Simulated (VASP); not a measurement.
# LiCl (P1) in VASP: single point with PBE

Aim: the single point of LiCl with PBE.

Everything below comes from runs of VASP 6.6.1. Logs are shortened: lines on timing, memory, paths and dates and some standing lists are left out, and cuts for length are marked.

## 1. The cell of the first run

The typed cell holds 8 atoms: a = 7.221 Å, b = 7.221 Å, c = 3.611 Å, α = 60.00°, β = 60.00°, γ = 60.00°.

## 2. Single point, PBE

File INCAR:

```
SYSTEM = LiCl
  PREC = Accurate
  ENCUT = 650
  EDIFF = 1E-6
  ISMEAR = 1
  SIGMA = 0.2
  LREAL = .FALSE.
  LASPH = .TRUE.
  NELM = 120
  ALGO = Normal
  ISIF = 2
  LWAVE = .FALSE.
  LCHARG = .FALSE.
  GGA = PE
  NBANDS = 30
  GGA_COMPAT = .FALSE.
```

File KPOINTS:

```
Automatic mesh
0
Gamma
  2 2 2
  0.5 0.5 0.5
```

File POSCAR:

```
LiCl
1.0
    0.0000000000      5.1062310000      5.1062310000
    5.1062310000      0.0000000000      5.1062310000
    2.5531150000      2.5531150000      0.0000000000
Li Cl
4 4
Direct
    0.0142317298     -0.0091403033     -0.0511917795
   -0.0256227147      0.4842241763      0.0696261234
    0.4868221786      0.0062352252     -0.0051652589
    0.5198102084      0.4907888029     -0.0297902758
    0.2420747318      0.2570570152      0.5147447334
    0.2479668468      0.7531746997      0.5044010943
    0.7648713895      0.2379044348      0.4916973971
    0.7507828181      0.7519032139      0.5011656349
```

Potentials or basis: VASP PAW PBE potentials, release 64 (Li_sv, Cl).

Command:

```sh
$ cat potpaw_PBE.64/Li_sv/POTCAR potpaw_PBE.64/Cl/POTCAR > POTCAR
$ mpirun -np 1 vasp_std > vasp.out
```

OUTCAR:

```text
SYSTEM = LiCl
   PREC = Accurate
   ENCUT = 650
   EDIFF = 1E-6
   ISMEAR = 1
   LREAL = .FALSE.
   LASPH = .TRUE.
   NELM = 120
   ISIF = 2
   GGA = PE

 ion  position               nearest neighbor table
   1  0.014  0.991  0.949-   6 2.35   7 2.44   5 2.54   8 2.57   6 2.62
   2  0.974  0.484  0.070-   7 2.33   8 2.48   5 2.51   5 2.59   8 2.60
   3  0.487  0.006  0.995-   5 2.48   6 2.51   8 2.56   7 2.61   5 2.61
   4  0.520  0.491  0.970-   7 2.51   8 2.52   6 2.58   7 2.58   5 2.62
   5  0.242  0.257  0.515-   3 2.48   2 2.51   1 2.54   2 2.59   3 2.61   4 2.62
   6  0.248  0.753  0.504-   1 2.35   3 2.51   4 2.58   1 2.62
   7  0.765  0.238  0.492-   2 2.33   1 2.44   4 2.51   4 2.58   3 2.61
   8  0.751  0.752  0.501-   2 2.48   4 2.52   3 2.56   1 2.57   2 2.60

  LATTYP: Found a base centered orthorhombic cell.
 ALAT       =     7.2213011328
 B/A-ratio  =     1.4142135624
 C/A-ratio  =     0.4999999021

  Lattice vectors:

 A1 = (  -2.5531160000,   2.5531150000,  -5.1062310000)
 A2 = (  -2.5531150000,   2.5531160000,   5.1062310000)
 A3 = (   2.5531150000,   2.5531150000,   0.0000000000)

Analysis of symmetry for initial positions (statically):
=====================================================================
 Subroutine PRICEL returns:
 Original cell was already a primitive cell.

 Routine SETGRP: Setting up the symmetry group for a
 base centered orthorhombic supercell.

 Subroutine GETGRP returns: Found  1 space group operations
 (whereof  1 operations were pure point group operations)
 out of a pool of  8 trial point group operations.

The static configuration has the point symmetry C_1 .

Analysis of symmetry for dynamics (positions and initial velocities):
=====================================================================
 Subroutine PRICEL returns:
 Original cell was already a primitive cell.

 Routine SETGRP: Setting up the symmetry group for a
 base centered orthorhombic supercell.

 Subroutine GETGRP returns: Found  1 space group operations
 (whereof  1 operations were pure point group operations)
 out of a pool of  8 trial point group operations.

The dynamic configuration has the point symmetry C_1 .

 Subroutine INISYM returns: Found  1 space group operations
 (whereof  1 operations are pure point group operations),
 and found     1 'primitive' translations

----------------------------------------------------------------------------------------

                                     Primitive cell

  volume of cell :     133.1378

  direct lattice vectors                    reciprocal lattice vectors
     0.000000000  5.106231000  5.106231000    -0.097919581  0.097919581  0.097919581
     5.106231000  0.000000000  5.106231000     0.097919581 -0.097919581  0.097919581
     2.553115000  2.553115000  0.000000000     0.195839200  0.195839200 -0.195839200

  length of vectors
     7.221301133  7.221301133  3.610649859     0.169601689  0.169601689  0.339203445

  position of ions in fractional coordinates (direct lattice)
     0.014231730  0.990859697  0.948808220
     0.974377285  0.484224176  0.069626123
     0.486822179  0.006235225  0.994834741
     0.519810208  0.490788803  0.970209724
     0.242074732  0.257057015  0.514744733
     0.247966847  0.753174700  0.504401094
     0.764871390  0.237904435  0.491697397
     0.750782818  0.751903214  0.501165635

  ion indices of the primitive-cell ions
   primitive index   ion index
                 1           1
                 2           2
                 3           3
                 4           4
                 5           5
                 6           6
                 7           7
                 8           8

----------------------------------------------------------------------------------------

 KPOINTS: Automatic mesh

Automatic generation of k-mesh.
 Grid dimensions read from file:
 generate k-points for:    2    2    2

 Generating k-lattice:

  Cartesian coordinates                     Fractional coordinates (reciprocal lattice)
    -0.048959790  0.048959790  0.048959790     0.500000000  0.000000000  0.000000000
     0.048959790 -0.048959790  0.048959790     0.000000000  0.500000000  0.000000000
     0.097919600  0.097919600 -0.097919600     0.000000000  0.000000000  0.500000000

  Length of vectors
     0.084800845  0.084800845  0.169601723

  Shift w.r.t. Gamma in fractional coordinates (k-lattice)
     0.500000000  0.500000000  0.500000000

 Subroutine IBZKPT returns following result:
 ===========================================

 Found      4 irreducible k-points:

 Following reciprocal coordinates:
            Coordinates               Weight
  0.250000  0.250000  0.250000      2.000000
 -0.250000  0.250000  0.250000      2.000000
 -0.250000  0.250000 -0.250000      2.000000
 -0.250000 -0.250000  0.250000      2.000000
   k-points           NKPTS =      4   k-points in BZ     NKDIM =      4   number of bands    NBANDS=     30
   number of dos      NEDOS =    301   number of ions     NIONS =      8
   total plane-waves  NPLWV = 108000
   dimension x,y,z NGX =    60 NGY =   60 NGZ =   30
   dimension x,y,z NGXF=   120 NGYF=  120 NGZF=   60
   ions per type =               4   4
   NGX,Y,Z   is equivalent  to a cutoff of  13.81, 13.81, 13.81 a.u.
   NGXF,Y,Z  is equivalent  to a cutoff of  27.63, 27.63, 27.63 a.u.
 SYSTEM =  LiCl
   PREC   = accura    normal or accurate (medium, high low for compatibility)
   ISTART =      0    job   : 0-new  1-cont  2-samecut
   ICHARG =      2    charge: 1-file 2-atom 10-const
   ISPIN  =      1    spin polarized calculation?
   LNONCOLLINEAR =      F non collinear calculations
   LSORBIT =      F    spin-orbit coupling
   LASPH  =      T    aspherical Exc in radial PAW
   ENCUT  =  650.0 eV  47.77 Ry    6.91 a.u.  15.01 15.01  7.51*2*pi/ulx,y,z
   NELM   =    120;   NELMIN=  2; NELMDL= -5     # of ELM steps
   EDIFF  = 0.1E-05   stopping-criterion for ELM
   LREAL  =      F    real-space projection
[... 7 lines left out ...]
   TEBEG  =    0.0;   TEEND  =   0.0 temperature during run
   PSTRESS=    0.0 pullay stress
   NELECT =      40.0000    total number of electrons
   NUPDOWN=      -1.0000    fix difference up-down
   EMIN   =  10.00;   EMAX   =-10.00  energy-range for DOS
   EFERMI =   0.00;   METHOD = LEGACY
   ISMEAR =     1;   SIGMA  =   0.20  broadening in eV -4-tet -1-fermi 0-gaus
   EFERMI_NEDOS =   21; number of points for ismear=-14 and -15
   IALGO  =     38    algorithm
   IMIX   =      4    mixing-type and parameters
     AMIX     =   0.40;   BMIX     =  1.00
     AMIX_MAG =   1.60;   BMIX_MAG =  1.00
  volume/ion in A,a.u.               =      16.64       112.31
  Fermi-wavevector in a.u.,A,eV,Ry     =   1.096464  2.072017 16.357379  1.202233
  Thomas-Fermi vector in A             =   2.232807
   LORBIT       =      0    0 simple, 1 ext, 2 COOP (PROOUT), +10 PAW based schemes
   GGA     = PE    functional components
   LHFCALC =     F    Hartree Fock is set to
   AEXX    =    0.0000 exact exchange contribution
   IVDW    =     0    specifies the selected vdW correction
   LEPSILON=     F    determine dielectric tensor
   LRPA    =     F    only Hartree local field effects (RPA)
 non-spin polarized calculation
 Methfessel and Paxton  Order N= 1 SIGMA  =   0.20
  energy-cutoff  :      650.00
  volume of cell :      133.14
 maximum number of plane-waves:      5026
   NGX = 29   NGY = 29   NGZ = 15

 number of electron      40.0000000 magnetization

 Free energy of the ion-electron system (eV)
  ---------------------------------------------------
  ext. energy  EPLUGINS =         0.00000000
  ---------------------------------------------------
  free energy    TOTEN  =       -29.77401550 eV

  energy without entropy =      -29.78270257  energy(sigma->0) =      -29.77691119

 E-fermi :   0.7769     XC(G=0):  -8.7970

 val. band max:        0.6383017934   @ k =   0.2500   0.2500   0.2500
 cond. band min:       8.0759716198   @ k =   0.2500   0.2500   0.2500
 fundamental gap:      7.4376698263
 Fermi energy:         0.7769408387

 k-point     1 :       0.2500    0.2500    0.2500
  band No.  band energies     occupation
      1     -42.9313      2.00000
      2     -42.8256      2.00000
      3     -42.7204      2.00000
      4     -42.6425      2.00000
      5     -12.6697      2.00000
      6     -12.1895      2.00000
[... 22 lines left out ...]
     29      11.2561      0.00000
     30      11.2890      0.00000

 k-point     2 :      -0.2500    0.2500    0.2500
  band No.  band energies     occupation
      1     -42.9313      2.00000
      2     -42.8256      2.00000
      3     -42.7204      2.00000
      4     -42.6425      2.00000
      5     -12.5352      2.00000
      6     -12.2931      2.00000
[... 22 lines left out ...]
     29      10.6078      0.00000
     30      10.9199      0.00000

 k-point     3 :      -0.2500    0.2500   -0.2500
  band No.  band energies     occupation
      1     -42.9313      2.00000
      2     -42.8256      2.00000
      3     -42.7204      2.00000
      4     -42.6425      2.00000
      5     -12.5376      2.00000
      6     -12.2818      2.00000
[... 22 lines left out ...]
     29      10.6250      0.00000
     30      10.7735      0.00000

 k-point     4 :      -0.2500   -0.2500    0.2500
  band No.  band energies     occupation
      1     -42.9313      2.00000
      2     -42.8256      2.00000
      3     -42.7204      2.00000
      4     -42.6425      2.00000
      5     -12.4909      2.00000
      6     -12.3146      2.00000
[... 22 lines left out ...]
     29      10.9194      0.00000
     30      11.0786      0.00000

------------------------ aborting loop because EDIFF is reached ----------------------------------------

  FORCE on cell =-STRESS in cart. coord.  units (eV):
  Direction    XX          YY          ZZ          XY          YZ          ZX
  --------------------------------------------------------------------------------------
  -------------------------------------------------------------------------------------
  Total       -0.2249775     -0.4891606      1.3625927     -1.4477322      0.0066540     -0.0389150
  in kB       -2.7073754     -5.8865488     16.3974133    -17.4219809      0.0800744     -0.4683024
  external PRESSURE =       2.6011631 kB  Pullay stress =       0.0000000 kB

 VOLUME and BASIS-vectors are now :
 -----------------------------------------------------------------------------
  energy-cutoff  :      650.00
  volume of cell :      133.14
      direct lattice vectors                 reciprocal lattice vectors
     0.000000000  5.106231000  5.106231000    -0.097919581  0.097919581  0.097919581
     5.106231000  0.000000000  5.106231000     0.097919581 -0.097919581  0.097919581
     2.553115000  2.553115000  0.000000000     0.195839200  0.195839200 -0.195839200

 POSITION                                       TOTAL-FORCE (eV/Angst)
 -----------------------------------------------------------------------------------
      7.48197      2.49509      5.13223         0.140296      0.190273     -0.055773
      2.65032      5.15316      7.44796        -0.071660     -0.051215      0.406922
      2.57177      5.02575      2.51767        -0.012642      0.092798     -0.062763
      4.98314      5.13133      5.16035         0.178632     -0.122566     -0.075969
      2.62679      2.55029      2.54868        -0.173893      0.060316      0.136219
      5.13368      2.55397      5.11206        -0.299274      0.120748      0.054257
      2.47016      5.16097      5.12041         0.213656     -0.257218     -0.257062
      5.11892      5.11320      7.67306         0.024884     -0.033137     -0.145830
 -----------------------------------------------------------------------------------
    total drift:                                0.000016     -0.000333      0.000020

  FREE ENERGIE OF THE ION-ELECTRON SYSTEM (eV)
  ---------------------------------------------------
  free  energy   TOTEN  =       -29.7740154952 eV

  energy  without entropy=      -29.7827025744  energy(sigma->0) =      -29.77691119
```

It took 29 s on 1 thread of Intel Xeon Platinum 8488C (Sapphire Rapids), shared host; peak memory 0.29 GiB.

What came out:

```yaml
Free_energy: -29.7740 eV
Pressure: 0.3 GPa
Largest_force: 0.422 eV/Å
Band_gap_on_the_k_mesh: 7.44 eV
```

Forces on the atoms (eV/Å):
```
Li   0.140  0.190 -0.056
Li  -0.072 -0.051  0.407
Li  -0.013  0.093 -0.063
Li   0.179 -0.123 -0.076
Cl  -0.174  0.060  0.136
Cl  -0.299  0.121  0.054
Cl   0.214 -0.257 -0.257
Cl   0.025 -0.033 -0.146
```

Caveat: the k points lie up to 0.87 Å⁻¹ apart; a shifted mesh leaves out Γ, where band edges can lie. A k mesh can miss the band edges.
